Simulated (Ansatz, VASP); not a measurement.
## Two plane-wave programs on KBr

The input INCAR:

```
  PREC = Accurate
  ENCUT = 500
  EDIFF = 1E-7
  ISMEAR = 0
  SIGMA = 0.02
  LREAL = False
  LASPH = True
  NELM = 120
  ALGO = Normal
  ISIF = 3
  LWAVE = False
  LCHARG = False
  GGA = PE
  IBRION = 2
  NSW = 100
  EDIFFG = -0.002
  GGA_COMPAT = False
  NELMIN = 4
```

KPOINTS

```
Automatic mesh
0
Gamma
  6 6 6
```

The input POSCAR:

```
KBr
1.0
    0.0000000000      3.3000000000      3.3000000000
    3.3000000000      0.0000000000      3.3000000000
    3.3000000000      3.3000000000      0.0000000000
K Br
1 1
Direct
    0.0000000000      0.0000000000      0.0000000000
    0.5000000000      0.5000000000      0.5000000000
```

Input for Ansatz:

```yaml
crystal:
  lattice:
    - [0.0, 3.3, 3.3]
    - [3.3, 0.0, 3.3]
    - [3.3, 3.3, 0.0]
  atoms:
    - { symbol: K, position: [0.0, 0.0, 0.0] }
    - { symbol: Br, position: [0.5, 0.5, 0.5] }
basis:
  ecutwfc: 420
kpoints:
  mp_grid: { grid: [6, 6, 6] }
hamiltonian:
  xc: pbe
scf:
  occupations: { method: gaussian, width: 0.02 }
output:
  forces: true
  stress: true
  eigenvalues: true
relax:
  adjacent_minimum: "off"
  f_tol: 0.002
  max_steps: 80
  cell: { stress_tol: 0.02 }
```

Alike in both runs: task relaxation of cell and atoms; functional PBE; k mesh 6 × 6 × 6; occupations gaussian, width 0.02 eV; no spin polarisation.

```csv
,VASP,Ansatz
version,VASP 6.6.1,Ansatz 0.2.0
potentials or method,"VASP PAW PBE potentials, release 64 (K_sv, Br), cutoff 500 eV","scalar-relativistic, plane waves, PAW"
valence electrons in the cell,16,16
```

```tsv
	VASP	Ansatz	Ansatz less VASP
gap on the k mesh at the Fermi level, each at its own relaxed structure (eV)	4.31	4.31	+0.006
relaxed volume (Å³/atom)	37.75	37.69	-0.066
relaxed cell length with the largest relative difference (Å)	4.744	4.741	-0.0028
```
